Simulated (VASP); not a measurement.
# Nb16H3C in VASP: single point with PBE+D3(BJ)

Aim: the single point of Nb16H3C with PBE+D3(BJ).

All numbers are computed with VASP 6.6.1; they aren't measurements. Logs are shortened: lines on timing, memory, paths and dates and some standing lists are left out, and cuts for length are marked.

### 1 The cell of the first run

The cell holds a slab with vacuum, 20 atoms: a = 6.600 Å, b = 5.716 Å, c = 20.000 Å, α = 90.00°, β = 90.00°, γ = 54.74°.

### 2 Single point, PBE+D3(BJ)

INCAR reads:

```
PREC = Accurate
ENCUT = 520
EDIFF = 1E-6
ISMEAR = 0
SIGMA = 0.1
LREAL = Auto
LASPH = True
NELM = 60
ALGO = Normal
ISIF = 2
LWAVE = False
LCHARG = True
GGA = PE
IVDW = 12
LELF = True
LVHAR = True
NBANDS = 124
```

KPOINTS reads:

```
Automatic mesh
0
Gamma
  3 4 1
```

POSCAR reads:

```
Nb16H3C
1.0
    6.6000000000      0.0000000000      0.0000000000
    3.3000000000      4.6669050000      0.0000000000
    0.0000000000      0.0000000000     20.0003570000
Nb C H
16 1 3
Direct
   -0.2499999464      0.4999998929      0.0499991075
    0.2500000536      0.4999998929      0.0499991075
   -0.2500000000      1.0000000000      0.0499991075
    0.2500000000      1.0000000000      0.0499991075
    0.0003809366     -0.0002376307      0.1611960227
    0.4991741750      0.0006646803      0.1606005333
    0.0014627913      0.4993495689      0.1604686356
    0.4999483336      0.5002878782      0.1612080224
   -0.2484218623      0.4992685731      0.2756901789
    0.2496051575      0.5015681699      0.2777029430
   -0.2504858888      1.0024472322      0.2761137214
    0.2518169245      0.9979316056      0.2771346031
   -0.0000242012      0.0003023417      0.3919030545
    0.5033390724      0.0106348854      0.3846685837
   -0.0014103187      0.4875824556      0.3849884780
    0.5009879814      0.5059449464      0.3933967279
    0.2556583109      0.7403388327      0.4878949911
    0.3147470539      0.5331537711      0.5105619365
    0.3570072079      0.8133546751      0.5140429243
    0.0578813058      0.8911004188      0.5039799540
```

Potentials or basis: VASP PAW PBE potentials, release 64 (Nb_sv, C, H).

The run is started by

```sh
cat potpaw_PBE.64/Nb_sv/POTCAR potpaw_PBE.64/C/POTCAR potpaw_PBE.64/H/POTCAR > POTCAR
mpirun -np 1 vasp_std > vasp.out
```

OUTCAR:

```text
PREC = Accurate
   ENCUT = 520
   EDIFF = 1E-6
   ISMEAR = 0
   LREAL = Auto
   LASPH = True
   NELM = 60
   ISIF = 2
   GGA = PE
   IVDW = 12
 IVDW          = 12

 ion  position               nearest neighbor table
   1  0.750  0.500  0.050-   7 2.76   8 2.77   4 2.86   3 2.86   3 2.86   4 2.86
   2  0.250  0.500  0.050-   7 2.75   8 2.77   3 2.86   4 2.86   4 2.86   3 2.86
   3  0.750  0.000  0.050-   6 2.76   5 2.77   2 2.86   1 2.86   1 2.86   2 2.86
   4  0.250  0.000  0.050-   6 2.76   5 2.77   1 2.86   2 2.86   2 2.86   1 2.86
   5  0.000  1.000  0.161-   4 2.77   3 2.77  11 2.83  12 2.85   8 2.86   7 2.86   7 2.86   8 2.86

   6  0.499  0.001  0.161-   4 2.76   3 2.76  11 2.84   7 2.85  12 2.85   8 2.86   8 2.86   7 2.87

   7  0.001  0.499  0.160-   2 2.75   1 2.76   9 2.83   6 2.85   5 2.86   5 2.86  10 2.86   6 2.87

   8  0.500  0.500  0.161-   1 2.77   2 2.77   9 2.83  10 2.85   5 2.86   6 2.86   6 2.86   5 2.86

   9  0.752  0.499  0.276-  15 2.70   8 2.83   7 2.83  11 2.85  12 2.85  12 2.86  16 2.86  11 2.87

  10  0.250  0.502  0.278-  15 2.74  12 2.85   8 2.85  16 2.86  11 2.86  11 2.86   7 2.86  12 2.87

  11  0.750  0.002  0.276-  14 2.70   5 2.83  13 2.84   6 2.84   9 2.85  10 2.86  10 2.86   9 2.87

  12  0.252  0.998  0.277-  14 2.74  13 2.83  10 2.85   5 2.85   6 2.85   9 2.85   9 2.86  10 2.87

  13  1.000  0.000  0.392-  17 2.42  15 2.78  12 2.83  11 2.84  16 2.85  16 2.87  15 2.94
  14  0.503  0.011  0.385-  11 2.70  12 2.74  16 2.83  15 2.84  15 2.89  16 2.90
  15  0.999  0.488  0.385-   9 2.70  10 2.74  13 2.78  14 2.84  14 2.89  13 2.94
  16  0.501  0.506  0.393-  17 2.34  14 2.83  13 2.85  10 2.86   9 2.86  13 2.87  14 2.90
  17  0.256  0.740  0.488-  19 1.10  18 1.11  20 1.12  16 2.34  13 2.42
  18  0.315  0.533  0.511-  17 1.11
  19  0.357  0.813  0.514-  17 1.10
  20  0.058  0.891  0.504-  17 1.12

  LATTYP: Found a base centered orthorhombic cell.
 ALAT       =     6.6000000000
 B/A-ratio  =     1.4142136364
 C/A-ratio  =     3.0303571212

  Lattice vectors:

 A1 = (   3.3000000000,  -4.6669050000,   0.0000000000)
 A2 = (   3.3000000000,   4.6669050000,   0.0000000000)
 A3 = (   0.0000000000,   0.0000000000,  20.0003570000)

Analysis of symmetry for initial positions (statically):
=====================================================================
 Subroutine PRICEL returns:
 Original cell was already a primitive cell.

 Routine SETGRP: Setting up the symmetry group for a
 base centered orthorhombic supercell.

 Subroutine GETGRP returns: Found  1 space group operations
 (whereof  1 operations were pure point group operations)
 out of a pool of  8 trial point group operations.

The static configuration has the point symmetry C_1 .

Analysis of symmetry for dynamics (positions and initial velocities):
=====================================================================
 Subroutine PRICEL returns:
 Original cell was already a primitive cell.

 Routine SETGRP: Setting up the symmetry group for a
 base centered orthorhombic supercell.

 Subroutine GETGRP returns: Found  1 space group operations
 (whereof  1 operations were pure point group operations)
 out of a pool of  8 trial point group operations.

The dynamic configuration has the point symmetry C_1 .

 Subroutine INISYM returns: Found  1 space group operations
 (whereof  1 operations are pure point group operations),
 and found     1 'primitive' translations

----------------------------------------------------------------------------------------

                                     Primitive cell

  volume of cell :     616.0425

  direct lattice vectors                    reciprocal lattice vectors
     6.600000000  0.000000000  0.000000000     0.151515152 -0.107137385  0.000000000
     3.300000000  4.666905000  0.000000000     0.000000000  0.214274771  0.000000000
     0.000000000  0.000000000 20.000357000     0.000000000  0.000000000  0.049999108

  length of vectors
     6.600000000  5.715767864 20.000357000     0.185567402  0.214274771  0.049999108

  position of ions in fractional coordinates (direct lattice)
     0.750000054  0.499999893  0.049999107
     0.250000054  0.499999893  0.049999107
     0.750000000  0.000000000  0.049999107
     0.250000000  0.000000000  0.049999107
     0.000380937  0.999762369  0.161196023
     0.499174175  0.000664680  0.160600533
[... 12 lines left out ...]
     0.357007208  0.813354675  0.514042924
     0.057881306  0.891100419  0.503979954

  ion indices of the primitive-cell ions
   primitive index   ion index
                 1           1
                 2           2
                 3           3
                 4           4
                 5           5
                 6           6
[... 12 lines left out ...]
                19          19
                20          20

----------------------------------------------------------------------------------------

 KPOINTS: Automatic mesh

Automatic generation of k-mesh.
 Grid dimensions read from file:
 generate k-points for:    3    4    1

 Generating k-lattice:

  Cartesian coordinates                     Fractional coordinates (reciprocal lattice)
     0.050505051 -0.035712462  0.000000000     0.333333333  0.000000000  0.000000000
     0.000000000  0.053568693  0.000000000     0.000000000  0.250000000  0.000000000
     0.000000000  0.000000000  0.049999108     0.000000000  0.000000000  1.000000000

  Length of vectors
     0.061855801  0.053568693  0.049999108

  Shift w.r.t. Gamma in fractional coordinates (k-lattice)
     0.000000000  0.000000000  0.000000000

 WARNING: IBZKPT: internal override: KBLOWUP is changed to .FALSE.
      ... skipping the blow-up phase ...

 Subroutine IBZKPT returns following result:
 ===========================================

 Found      7 irreducible k-points:

 Following reciprocal coordinates:
            Coordinates               Weight
  0.000000  0.000000  0.000000      1.000000
  0.333333  0.000000  0.000000      2.000000
  0.000000  0.250000  0.000000      2.000000
  0.333333  0.250000  0.000000      2.000000
 -0.333333  0.250000  0.000000      2.000000
  0.000000  0.500000  0.000000      1.000000
  0.333333  0.500000  0.000000      2.000000
   k-points           NKPTS =      7   k-points in BZ     NKDIM =      7   number of bands    NBANDS=    124
   number of dos      NEDOS =    301   number of ions     NIONS =     20
   total plane-waves  NPLWV = 360000
   dimension x,y,z NGX =    50 NGY =   48 NGZ =  150
   dimension x,y,z NGXF=   100 NGYF=   96 NGZF=  300
   ions per type =              16   1   3
   NGX,Y,Z   is equivalent  to a cutoff of  12.59, 13.96, 12.47 a.u.
   NGXF,Y,Z  is equivalent  to a cutoff of  25.19, 27.92, 24.94 a.u.
 SYSTEM =  unknown system
   PREC   = accura    normal or accurate (medium, high low for compatibility)
   ISTART =      0    job   : 0-new  1-cont  2-samecut
   ICHARG =      2    charge: 1-file 2-atom 10-const
   ISPIN  =      1    spin polarized calculation?
   LNONCOLLINEAR =      F non collinear calculations
   LSORBIT =      F    spin-orbit coupling
   LASPH  =      T    aspherical Exc in radial PAW
   ENCUT  =  520.0 eV  38.22 Ry    6.18 a.u.  12.27 10.63 37.19*2*pi/ulx,y,z
   NELM   =     60;   NELMIN=  2; NELMDL= -5     # of ELM steps
   EDIFF  = 0.1E-05   stopping-criterion for ELM
   LREAL  =      T    real-space projection
   EDIFFG = 0.1E-04   stopping-criterion for IOM
   NSW    =      0    number of steps for IOM
   IBRION =     -1    ionic relax: 0-MD 1-quasi-New 2-CG
   NFREE  =      0    steps in history (QN), initial steepest desc. (CG)
   ISIF   =      2    stress and relaxation
   ISYM   =      2    0-nonsym 1-usesym 2-fastsym
   POTIM  = 0.5000    time-step for ionic-motion
   TEBEG  =    0.0;   TEEND  =   0.0 temperature during run
   PSTRESS=    0.0 pullay stress
   NELECT =     215.0000    total number of electrons
   NUPDOWN=      -1.0000    fix difference up-down
   EMIN   =  10.00;   EMAX   =-10.00  energy-range for DOS
   EFERMI =   0.00;   METHOD = LEGACY
   ISMEAR =     0;   SIGMA  =   0.10  broadening in eV -4-tet -1-fermi 0-gaus
   EFERMI_NEDOS =   21; number of points for ismear=-14 and -15
   IALGO  =     38    algorithm
   IMIX   =      4    mixing-type and parameters
     AMIX     =   0.40;   BMIX     =  1.00
     AMIX_MAG =   1.60;   BMIX_MAG =  1.00
  volume/ion in A,a.u.               =      30.80       207.86
  Fermi-wavevector in a.u.,A,eV,Ry     =   1.152615  2.178126 18.075617  1.328520
  Thomas-Fermi vector in A             =   2.289264
   LORBIT       =      0    0 simple, 1 ext, 2 COOP (PROOUT), +10 PAW based schemes
   GGA     = PE    functional components
   LHFCALC =     F    Hartree Fock is set to
   AEXX    =    0.0000 exact exchange contribution
   IVDW    =    12    specifies the selected vdW correction
   LEPSILON=     F    determine dielectric tensor
   LRPA    =     F    only Hartree local field effects (RPA)
 non-spin polarized calculation
 Gauss-broadening in eV      SIGMA  =   0.10
  energy-cutoff  :      520.00
  volume of cell :      616.04
 maximum number of plane-waves:     16615
 NGX is ok and might be reduce to    50
   NGX = 25   NGY = 21   NGZ = 75

 number of electron     215.0000002 magnetization

 Free energy of the ion-electron system (eV)
  ---------------------------------------------------
  ext. energy  EPLUGINS =         0.00000000
  ---------------------------------------------------
  free energy    TOTEN  =      -175.82516258 eV

  energy without entropy =     -175.72136066  energy(sigma->0) =     -175.77326162

 E-fermi :   3.4138     XC(G=0):  -7.1076

 val. band max:        3.4133406559   @ k =   0.3333   0.0000   0.0000
 cond. band min:       3.4209735291   @ k =   0.0000   0.2500   0.0000
 fundamental gap:      0.0076328732
 Fermi energy:         3.4138351796

 k-point     1 :       0.0000    0.0000    0.0000
  band No.  band energies     occupation
      1     -51.2086      2.00000
      2     -51.1897      2.00000
      3     -51.0768      2.00000
      4     -51.0462      2.00000
      5     -51.0397      2.00000
      6     -51.0229      2.00000
[... 111 lines left out ...]
    118       5.4004      0.00000
    119       5.7172      0.00000
[... 730 lines left out ...]
    118       4.6913      0.00000
    119       4.7236      0.00000
 [bands above 119 left out]

------------------------ aborting loop because EDIFF is reached ----------------------------------------

 Edisp (eV)   -9.27597

 E8    (eV) :    -4.5909

  FORCE on cell =-STRESS in cart. coord.  units (eV):
  Direction    XX          YY          ZZ          XY          YZ          ZX
  --------------------------------------------------------------------------------------
  -------------------------------------------------------------------------------------
  Total     -13.83699   -16.78768    -0.83357     0.18963    -0.00036     0.02022
  in kB     -35.98666   -43.66070    -2.16792     0.49317    -0.00093     0.05259
  external pressure =      -27.27 kB  Pullay stress =        0.00 kB

 VOLUME and BASIS-vectors are now :
 -----------------------------------------------------------------------------
  energy-cutoff  :      520.00
  volume of cell :      616.04
      direct lattice vectors                 reciprocal lattice vectors
     6.600000000  0.000000000  0.000000000     0.151515152 -0.107137385  0.000000000
     3.300000000  4.666905000  0.000000000     0.000000000  0.214274771  0.000000000
     0.000000000  0.000000000 20.000357000     0.000000000  0.000000000  0.049999108

 POSITION                                       TOTAL-FORCE (eV/Angst)
 -----------------------------------------------------------------------------------
      6.60000      2.33345      1.00000        -0.005137     -0.014859     -0.043966
      3.30000      2.33345      1.00000         0.003431      0.045037      0.065488
      4.95000      0.00000      1.00000         0.001775      0.035984     -0.013100
      1.65000      0.00000      1.00000        -0.001751     -0.065019      0.043375
      3.30173      4.66580      3.22398         0.000402     -0.000628      0.001528
      3.29674      0.00310      3.21207        -0.000476     -0.001246      0.000882
[... 12 lines left out ...]
      5.04032      3.79585     10.28104         0.020643      0.007527      0.008775
      3.32265      4.15868     10.07978        -0.019259      0.017622      0.003228
 -----------------------------------------------------------------------------------
    total drift:                               -0.004579     -0.004938      0.002407

  FREE ENERGIE OF THE ION-ELECTRON SYSTEM (eV)
  ---------------------------------------------------
  free  energy   TOTEN  =      -185.1011337134 eV

  energy  without entropy=     -184.9973317901  energy(sigma->0) =     -185.04923275
```

Wall time 44 min (1 thread of Intel Xeon Platinum 8488C (Sapphire Rapids), shared host); peak memory 0.87 GiB.

What came out:

```yaml
Free_energy: -185.1011 eV
Largest_force: 0.080 eV/Å
Band_gap_on_the_k_mesh: zero (an odd number of electrons rules out a gap without spin polarisation)
Dispersion_energy_per_atom: -0.464 eV
```

Forces on the atoms (eV/Å):
```
Nb  -0.005 -0.015 -0.044
Nb   0.003  0.045  0.065
Nb   0.002  0.036 -0.013
Nb  -0.002 -0.065  0.043
Nb   0.000 -0.001  0.002
Nb   0.000 -0.001  0.001
Nb   0.000  0.001  0.001
Nb   0.000  0.001  0.002
Nb   0.000  0.000 -0.001
Nb   0.001  0.001 -0.003
Nb   0.001  0.000 -0.002
Nb   0.000 -0.001 -0.003
Nb   0.001 -0.001 -0.005
Nb   0.003  0.001 -0.014
Nb  -0.002 -0.002 -0.013
Nb  -0.002  0.003 -0.007
C    0.005 -0.004 -0.029
H   -0.006 -0.023  0.008
H    0.021  0.008  0.009
H   -0.019  0.018  0.003
```
